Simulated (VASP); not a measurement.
# MgO (Fm-3m) in VASP: notebook

Runs on MgO. Level: LDA. Tasks: single point.

Program: VASP 6.6.1. These are calculated values, not measurements. Logs are shortened: lines on timing, memory, paths and dates and some standing lists are left out, and cuts for length are marked.

## 1. The cell of the first run

Symmetry: Fm-3m, No. 225, cubic system. Conventional cell: a = 4.107 Å, b = 4.107 Å, c = 4.107 Å, α = 90.00°, β = 90.00°, γ = 90.00°. Within 2.7 Å of Mg (site symmetry m-3m) lie 6 O at 2.05 Å. O (site symmetry m-3m) has 6 Mg at 2.05 Å within 2.7 Å.

## 2. Single point, LDA

File INCAR:

```
PREC = Accurate ; ENCUT = 520
EDIFF = 1E-7 ; ISMEAR = 0
SIGMA = 0.01 ; LREAL = F
LASPH = T ; NELM = 100
ALGO = Normal ; ISIF = 2
LWAVE = F ; LCHARG = F
GGA = CA ; NBANDS = 11
```

File KPOINTS:

```
regular mesh
0
Gamma
  10 10 10
```

File POSCAR:

```
MgO
1.0
    2.0537103659      2.0537103659      0.0000000000
   -2.0537103659      2.0537103659      0.0000000000
    0.0000000000      2.0537103659      2.0537103659
Mg O
1 1
Direct
    0.0000000000      0.0000000000      0.0000000000
    0.5000000000      0.5000000000      0.0000000000
```

Potentials or basis: VASP PAW LDA potentials, release 64 (Mg, O).

The run is started by

```bash
$ cat potpaw_LDA.64/Mg/POTCAR potpaw_LDA.64/O/POTCAR > POTCAR
$ mpirun -np 1 vasp_std > vasp.out
```

OUTCAR:

```text
PREC = Accurate
   ENCUT = 520
   EDIFF = 1E-7
   ISMEAR = 0
   LREAL = F
   LASPH = T
   NELM = 100
   ISIF = 2
   GGA = CA

 ion  position               nearest neighbor table
   1  0.000  0.000  0.000-   2 2.05   2 2.05   2 2.05   2 2.05   2 2.05   2 2.05
   2  0.500  0.500  0.000-   1 2.05   1 2.05   1 2.05   1 2.05   1 2.05   1 2.05

  LATTYP: Found a face centered cubic cell.
 ALAT       =     4.1074207318

  Lattice vectors:

 A1 = (   0.0000000000,   2.0537103659,   2.0537103659)
 A2 = (   2.0537103659,   0.0000000000,   2.0537103659)
 A3 = (   2.0537103659,   2.0537103659,   0.0000000000)

Analysis of symmetry for initial positions (statically):
=====================================================================
 Subroutine PRICEL returns:
 Original cell was already a primitive cell.

 Routine SETGRP: Setting up the symmetry group for a
 face centered cubic supercell.

 Subroutine GETGRP returns: Found 48 space group operations
 (whereof 48 operations were pure point group operations)
 out of a pool of 48 trial point group operations.

The static configuration has the point symmetry O_h .

Analysis of symmetry for dynamics (positions and initial velocities):
=====================================================================
 Subroutine PRICEL returns:
 Original cell was already a primitive cell.

 Routine SETGRP: Setting up the symmetry group for a
 face centered cubic supercell.

 Subroutine GETGRP returns: Found 48 space group operations
 (whereof 48 operations were pure point group operations)
 out of a pool of 48 trial point group operations.

The dynamic configuration has the point symmetry O_h .

 Subroutine INISYM returns: Found 48 space group operations
 (whereof 48 operations are pure point group operations),
 and found     1 'primitive' translations

----------------------------------------------------------------------------------------

                                     Primitive cell

  volume of cell :      17.3240

  direct lattice vectors                    reciprocal lattice vectors
     2.053710366  2.053710366  0.000000000     0.243461789  0.243461789 -0.243461789
    -2.053710366  2.053710366  0.000000000    -0.243461789  0.243461789 -0.243461789
     0.000000000  2.053710366  2.053710366     0.000000000  0.000000000  0.486923578

  length of vectors
     2.904385053  2.904385053  2.904385053     0.421688188  0.421688188  0.486923578

  position of ions in fractional coordinates (direct lattice)
     0.000000000  0.000000000  0.000000000
     0.500000000  0.500000000  0.000000000

  ion indices of the primitive-cell ions
   primitive index   ion index
                 1           1
                 2           2

----------------------------------------------------------------------------------------

 KPOINTS: regular mesh

Automatic generation of k-mesh.
 Grid dimensions read from file:
 generate k-points for:   10   10   10

 Generating k-lattice:

  Cartesian coordinates                     Fractional coordinates (reciprocal lattice)
     0.024346179  0.024346179 -0.024346179     0.100000000  0.000000000  0.000000000
    -0.024346179  0.024346179 -0.024346179     0.000000000  0.100000000  0.000000000
     0.000000000  0.000000000  0.048692358     0.000000000  0.000000000  0.100000000

  Length of vectors
     0.042168819  0.042168819  0.048692358

  Shift w.r.t. Gamma in fractional coordinates (k-lattice)
     0.000000000  0.000000000  0.000000000

 Subroutine IBZKPT returns following result:
 ===========================================

 Found     47 irreducible k-points:

 Following reciprocal coordinates:
            Coordinates               Weight
  0.000000  0.000000  0.000000      1.000000
  0.100000  0.000000  0.000000      8.000000
  0.200000  0.000000  0.000000      8.000000
  0.300000  0.000000  0.000000      8.000000
  0.400000  0.000000  0.000000      8.000000
  0.500000  0.000000  0.000000      4.000000
[... 16 lines left out ...]
  0.300000  0.300000  0.000000     12.000000
  0.400000  0.300000  0.000000     24.000000
 [... further k-points ...]
   k-points           NKPTS =     47   k-points in BZ     NKDIM =     47   number of bands    NBANDS=     11
   number of dos      NEDOS =    301   number of ions     NIONS =      2
   total plane-waves  NPLWV =  13824
   dimension x,y,z NGX =    24 NGY =   24 NGZ =   24
   dimension x,y,z NGXF=    48 NGYF=   48 NGZF=   48
   ions per type =               1   1
   NGX,Y,Z   is equivalent  to a cutoff of  13.74, 13.74, 13.74 a.u.
   NGXF,Y,Z  is equivalent  to a cutoff of  27.48, 27.48, 27.48 a.u.
 SYSTEM =  unknown system
   PREC   = accura    normal or accurate (medium, high low for compatibility)
   ISTART =      0    job   : 0-new  1-cont  2-samecut
   ICHARG =      2    charge: 1-file 2-atom 10-const
   ISPIN  =      1    spin polarized calculation?
   LNONCOLLINEAR =      F non collinear calculations
   LSORBIT =      F    spin-orbit coupling
   LASPH  =      T    aspherical Exc in radial PAW
   ENCUT  =  520.0 eV  38.22 Ry    6.18 a.u.   5.40  5.40  5.40*2*pi/ulx,y,z
   NELM   =    100;   NELMIN=  2; NELMDL= -5     # of ELM steps
   EDIFF  = 0.1E-06   stopping-criterion for ELM
   LREAL  =      F    real-space projection
   EDIFFG = 0.1E-05   stopping-criterion for IOM
   NSW    =      0    number of steps for IOM
   IBRION =     -1    ionic relax: 0-MD 1-quasi-New 2-CG
   NFREE  =      0    steps in history (QN), initial steepest desc. (CG)
   ISIF   =      2    stress and relaxation
   ISYM   =      2    0-nonsym 1-usesym 2-fastsym
   POTIM  = 0.5000    time-step for ionic-motion
   TEBEG  =    0.0;   TEEND  =   0.0 temperature during run
   PSTRESS=    0.0 pullay stress
   NELECT =       8.0000    total number of electrons
   NUPDOWN=      -1.0000    fix difference up-down
   EMIN   =  10.00;   EMAX   =-10.00  energy-range for DOS
   EFERMI =   0.00;   METHOD = LEGACY
   ISMEAR =     0;   SIGMA  =   0.01  broadening in eV -4-tet -1-fermi 0-gaus
   EFERMI_NEDOS =   21; number of points for ismear=-14 and -15
   IALGO  =     38    algorithm
   IMIX   =      4    mixing-type and parameters
     AMIX     =   0.40;   BMIX     =  1.00
     AMIX_MAG =   1.60;   BMIX_MAG =  1.00
  volume/ion in A,a.u.               =       8.66        58.45
  Fermi-wavevector in a.u.,A,eV,Ry     =   1.265384  2.391229 21.785599  1.601196
  Thomas-Fermi vector in A             =   2.398640
   LORBIT       =      0    0 simple, 1 ext, 2 COOP (PROOUT), +10 PAW based schemes
   GGA     = CA    functional components
   LHFCALC =     F    Hartree Fock is set to
   AEXX    =    0.0000 exact exchange contribution
   IVDW    =     0    specifies the selected vdW correction
   LEPSILON=     F    determine dielectric tensor
   LRPA    =     F    only Hartree local field effects (RPA)
 non-spin polarized calculation
 Gauss-broadening in eV      SIGMA  =   0.01
  energy-cutoff  :      520.00
  volume of cell :       17.32
 maximum number of plane-waves:       483
 NGX is ok and might be reduce to    24
   NGX = 11   NGY = 11   NGZ = 11

 number of electron       7.9999997 magnetization

 Free energy of the ion-electron system (eV)
  ---------------------------------------------------
  ext. energy  EPLUGINS =         0.00000000
  ---------------------------------------------------
  free energy    TOTEN  =       -13.43682465 eV

  energy without entropy =      -13.43682465  energy(sigma->0) =      -13.43682465

 E-fermi :   3.5600     XC(G=0): -11.9609

 val. band max:        3.4779936115   @ k =   0.0000   0.0000   0.0000
 cond. band min:       8.9068824981   @ k =   0.0000   0.0000   0.0000
 fundamental gap:      5.4288888866
 Fermi energy:         3.5600201169

 k-point     1 :       0.0000    0.0000    0.0000
  band No.  band energies     occupation
      1     -13.9375      2.00000
      2       3.4780      2.00000
      3       3.4780      2.00000
      4       3.4780      2.00000
      5       8.9069      0.00000
      6      19.4114      0.00000
      7      19.4114      0.00000
      8      19.4114      0.00000
      9      23.6384      0.00000
     10      25.3787      0.00000
     11      25.3787      0.00000

 k-point     2 :       0.1000    0.0000    0.0000
  band No.  band energies     occupation
      1     -13.8131      2.00000
      2       2.8036      2.00000
      3       3.3991      2.00000
      4       3.3991      2.00000
      5       9.5201      0.00000
      6      18.1647      0.00000
      7      19.6802      0.00000
      8      19.6802      0.00000
      9      24.7321      0.00000
     10      24.7321      0.00000
     11      25.4027      0.00000

 k-point     3 :       0.2000    0.0000    0.0000
  band No.  band energies     occupation
      1     -13.4676      2.00000
      2       1.3888      2.00000
      3       3.1999      2.00000
      4       3.1999      2.00000
      5      10.6790      0.00000
      6      16.6983      0.00000
      7      20.2567      0.00000
      8      20.2567      0.00000
      9      24.0636      0.00000
     10      24.0636      0.00000
     11      26.6300      0.00000

 k-point     4 :       0.3000    0.0000    0.0000
  band No.  band energies     occupation
      1     -12.9936      2.00000
      2      -0.0690      2.00000
      3       2.9666      2.00000
      4       2.9666      2.00000
      5      11.4908      0.00000
      6      16.1887      0.00000
      7      20.5021      0.00000
      8      20.5021      0.00000
      9      24.4987      0.00000
     10      24.4987      0.00000
     11      26.0271      0.00000

 k-point     5 :       0.4000    0.0000    0.0000
  band No.  band energies     occupation
      1     -12.5600      2.00000
      2      -1.1587      2.00000
      3       2.7870      2.00000
      4       2.7870      2.00000
      5      11.6963      0.00000
      6      16.4919      0.00000
      7      20.3543      0.00000
      8      20.3543      0.00000
      9      25.4163      0.00000
     10      25.8056      0.00000
     11      25.8056      0.00000
[... 211 lines left out ...]
 k-point    21 :      -0.3000    0.2000    0.0000
  band No.  band energies     occupation
      1     -12.9880      2.00000
      2       0.4852      2.00000
      3       2.5716      2.00000
      4       2.6657      2.00000
      5      12.3335      0.00000
      6      14.7728      0.00000
      7      19.3944      0.00000
      8      21.3480      0.00000
      9      21.7906      0.00000
     10      27.0737      0.00000
     11      30.3956      0.00000

 k-point    22 :      -0.2000    0.2000    0.0000
  band No.  band energies     occupation
      1     -13.3288      2.00000
      2       1.3336      2.00000
      3       2.8931      2.00000
      4       2.8931      2.00000
      5      11.3713      0.00000
      6      15.5017      0.00000
      7      20.7870      0.00000
      8      20.8565      0.00000
      9      20.8565      0.00000
     10      26.6567      0.00000
     11      30.3875      0.00000

 k-point    23 :       0.3000    0.3000    0.0000
  band No.  band energies     occupation
      1     -12.2098      2.00000
      2      -0.3162      2.00000
      3       0.5326      2.00000
      4       2.4942      2.00000
      5      14.0661      0.00000
      6      15.8156      0.00000
      7      17.1928      0.00000
      8      21.7068      0.00000
      9      23.8519      0.00000
     10      25.7268      0.00000
     11      31.2242      0.00000

 k-point    24 :       0.4000    0.3000    0.0000
  band No.  band energies     occupation
      1     -12.1011      2.00000
      2      -0.4264      2.00000
      3       0.5395      2.00000
      4       2.3090      2.00000
      5      13.8640      0.00000
      6      16.1034      0.00000
      7      16.6439      0.00000
      8      21.9563      0.00000
      9      22.8554      0.00000
     10      28.0314      0.00000
     11      31.7932      0.00000

 [... further k-points ...]

------------------------ aborting loop because EDIFF is reached ----------------------------------------

  FORCE on cell =-STRESS in cart. coord.  units (eV):
  Direction    XX          YY          ZZ          XY          YZ          ZX
  --------------------------------------------------------------------------------------
  -------------------------------------------------------------------------------------
  Total        0.5741269      0.5741269      0.5741269      0.0000000      0.0000000      0.0000000
  in kB       53.0971109     53.0971109     53.0971109      0.0000000      0.0000000      0.0000000
  external PRESSURE =      53.0971109 kB  Pullay stress =       0.0000000 kB

 VOLUME and BASIS-vectors are now :
 -----------------------------------------------------------------------------
  energy-cutoff  :      520.00
  volume of cell :       17.32
      direct lattice vectors                 reciprocal lattice vectors
     2.053710366  2.053710366  0.000000000     0.243461789  0.243461789 -0.243461789
    -2.053710366  2.053710366  0.000000000    -0.243461789  0.243461789 -0.243461789
     0.000000000  2.053710366  2.053710366     0.000000000  0.000000000  0.486923578

 POSITION                                       TOTAL-FORCE (eV/Angst)
 -----------------------------------------------------------------------------------
      0.00000      0.00000      0.00000        -0.000000      0.000000      0.000000
      0.00000      2.05371      0.00000         0.000000     -0.000000      0.000000
 -----------------------------------------------------------------------------------
    total drift:                                0.000000     -0.000000     -0.000000

  FREE ENERGIE OF THE ION-ELECTRON SYSTEM (eV)
  ---------------------------------------------------
  free  energy   TOTEN  =       -13.4368246455 eV

  energy  without entropy=      -13.4368246455  energy(sigma->0) =      -13.43682465
```

Run time: 4.6 s. Hardware: 1 thread of Intel Xeon 6975P-C, shared host; peak memory 0.13 GiB.

What came out:

```yaml
Free_energy: -13.4368 eV
Pressure: 5.3 GPa
Band_gap_on_the_k_mesh: 5.43 eV, direct
```

## 3. Single point, LDA

This run uses another cell than the first one, of 8.54 Å³/atom, 0.986 times its volume.

File INCAR:

```
SYSTEM = MgO
  PREC = Accurate
  ENCUT = 520
  EDIFF = 1E-6
  ISMEAR = 0
  SIGMA = 0.01
  LREAL = .FALSE.
  LASPH = .TRUE.
  NELM = 100
  ALGO = Normal
  ISIF = 2
  LWAVE = .FALSE.
  LCHARG = .FALSE.
  GGA = CA
  NBANDS = 11
```

File KPOINTS:

```
regular mesh
0
G
  10 10 10
  0 0 0
```

File POSCAR:

```
MgO
1.0
    2.0438260727      2.0438260727      0.0000000000
   -2.0438260727      2.0438260727      0.0000000000
    0.0000000000      2.0438260727      2.0438260727
Mg O
1 1
Direct
    0.0000000000      0.0000000000      0.0000000000
    0.5000000000      0.5000000000      0.0000000000
```

Potentials or basis: VASP PAW LDA potentials, release 64 (Mg, O).

The run is started by

```bash
$ cat potpaw_LDA.64/Mg/POTCAR potpaw_LDA.64/O/POTCAR > POTCAR
$ mpirun -np 1 vasp_std > vasp.out
```

It took 4.1 s on 1 thread of Intel Xeon 6975P-C, shared host; peak memory 0.13 GiB.

It converged, with:

```
Free energy            : -13.4259 eV
Pressure               : 8.3 GPa
Band gap on the k mesh : 5.59 eV, direct
```

Levels at points of the mesh, in eV from the valence-band top:
```csv
k point,band 1,band 2,band 3,band 4,band 5,band 6,band 7,band 8
"(0.00, 0.00, 0.00)",-17.50,0.00,0.00,0.00,5.59,16.01,16.01,16.01
"(0.50, 0.00, 0.00)",-15.90,-5.12,-0.78,-0.78,8.31,13.43,16.93,16.93
"(0.50, 0.50, 0.00)",-15.60,-4.54,-1.50,-1.50,8.96,10.71,13.87,20.03
```
